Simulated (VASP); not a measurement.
Input of a VASP 6.6.1 run:

POSCAR

```
C
1.0
    0.0000000000      2.0631900000      3.2977800000
    1.1911600000      0.0000000000      3.2977800000
    1.1911600000      2.0631900000      0.0000000000
C
2
Direct
    0.1666700000      0.8333300000      0.1666700000
    0.8333300000      0.1666700000      0.8333300000
```

The input INCAR.step1:

```
SYSTEM = C
PREC = Accurate
ENCUT = 520
ISMEAR = 0
SIGMA = 0.05
LREAL = .FALSE.
LASPH = .TRUE.
NELM = 60
NBANDS = 11
GGA = PE
ALGO = Normal
EDIFF = 1E-4
LWAVE = .TRUE.
LCHARG = .FALSE.
```

The input INCAR.step2:

```
SYSTEM = C
PREC = Accurate
ENCUT = 520
EDIFF = 1E-6
ISMEAR = 0
SIGMA = 0.05
LREAL = .FALSE.
LASPH = .TRUE.
NELM = 60
ALGO = Normal
ISIF = 2
LWAVE = .FALSE.
LCHARG = .TRUE.
METAGGA = R2SCAN
LMIXTAU = .TRUE.
LELF = .TRUE.
LVHAR = .TRUE.
NBANDS = 11
ISTART = 1
```

Contents of KPOINTS:

```
Automatic mesh
0
G
  14 14 14
  0 0 0
```

Potentials or basis: VASP PAW PBE potentials, release 64 (C).

Run with:

```bash
$ cat potpaw_PBE.64/C/POTCAR > POTCAR
$ cp INCAR.step1 INCAR
$ mpirun -np 1 vasp_std > vasp.out
$ cp INCAR.step2 INCAR
$ mpirun -np 1 vasp_std > vasp.out
```

(1) What does it give for the largest force?

(2) What does it give for the pressure?

Results:

(1) 0.029 eV/Å.

(2) 31.6 GPa.

Caveat: the cell differs from its parent crystal (strain -0.030 along x and y, -0.015 along z); the cell stands under pressure; the PAW data sets were made with another functional, which shifts forces and pressure a little.
